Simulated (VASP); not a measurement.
Wanted: the native input for a VASP 6.6.1 run.

```yaml
Task: single point
Functional: r2SCAN
Potentials_or_basis: VASP PAW PBE potentials, release 64 (Sn_d, Se)
Cutoff: 520 eV
k_mesh: 6 × 6 × 4
Occupations: gaussian, width 0.05 eV
Spin: no spin polarisation
Dipole_correction: no
Further_INCAR_settings: ALGO = Normal; EDIFF = 1e-06; NBANDS = 28
```

SnSe, a slab with vacuum:

```
Sn Se
1.0
     4.28533    0.00000    0.00000
     0.00000    4.28533    0.00000
     0.00000    0.00000   10.99069
Sn Se
2 2
Cartesian
  2.1427 0.0000 4.0911
  0.0000 2.1427 6.8996
  2.3970 0.2543 6.7554
  0.0000 2.1427 4.2200
```

This cell differs from its parent crystal: atom 3 (Se) moved -0.360 Å towards its neighbour atom 2 (Sn) at 3.033 Å.

These files were run (other wordings do the same):

POSCAR

```
SnSe
1.0
    4.2853274191      0.0000000000      0.0000000000
    0.0000000000      4.2853274191      0.0000000000
    0.0000000000      0.0000000000     10.9906921300
Sn Se
2 2
Direct
    0.5000000000      0.0000000000      0.3722291100
    0.0000000000      0.5000000000      0.6277708900
    0.5593486291      0.0593486291      0.6146470050
    0.0000000000      0.5000000000      0.3839605100
```

INCAR.step1

```
  PREC = Accurate
  ENCUT = 520
  ISMEAR = 0
  SIGMA = 0.05
  LREAL = F
  LASPH = T
  NELM = 100
  NBANDS = 28
  GGA = PE
  ALGO = Normal
  EDIFF = 1E-4
  LWAVE = T
  LCHARG = F
```

INCAR.step2

```
  PREC = Accurate
  ENCUT = 520
  EDIFF = 1E-6
  ISMEAR = 0
  SIGMA = 0.05
  LREAL = F
  LASPH = T
  NELM = 100
  ALGO = Normal
  ISIF = 2
  LWAVE = F
  LCHARG = F
  METAGGA = R2SCAN
  LMIXTAU = T
  NBANDS = 28
  ISTART = 1
```

KPOINTS

```
Automatic mesh
0
Gamma
  6 6 4
```

Potentials or basis: VASP PAW PBE potentials, release 64 (Sn_d, Se).

Command:

```console
$ cat potpaw_PBE.64/Sn_d/POTCAR potpaw_PBE.64/Se/POTCAR > POTCAR
$ cp INCAR.step1 INCAR
$ mpirun -np 1 vasp_std > vasp.out
$ cp INCAR.step2 INCAR
$ mpirun -np 1 vasp_std > vasp.out
```

It gave:

* Largest force: 0.870 eV/Å
* Band gap on the k mesh: 1.66 eV

Caveat: the cell differs from its parent crystal (atom 3 (Se) moved -0.360 Å towards its neighbour atom 2 (Sn) at 3.033 Å); the PAW data sets were made with another functional, which shifts forces and pressure a little; spin-orbit coupling is left out, which moves the levels of the heavy elements.

Wall time 12 min on 1 thread of Intel(R) Xeon(R) Platinum 8259CL CPU @ 2.50GHz (Skylake/Cascade Lake) (shared host), peak memory 0.47 GiB.
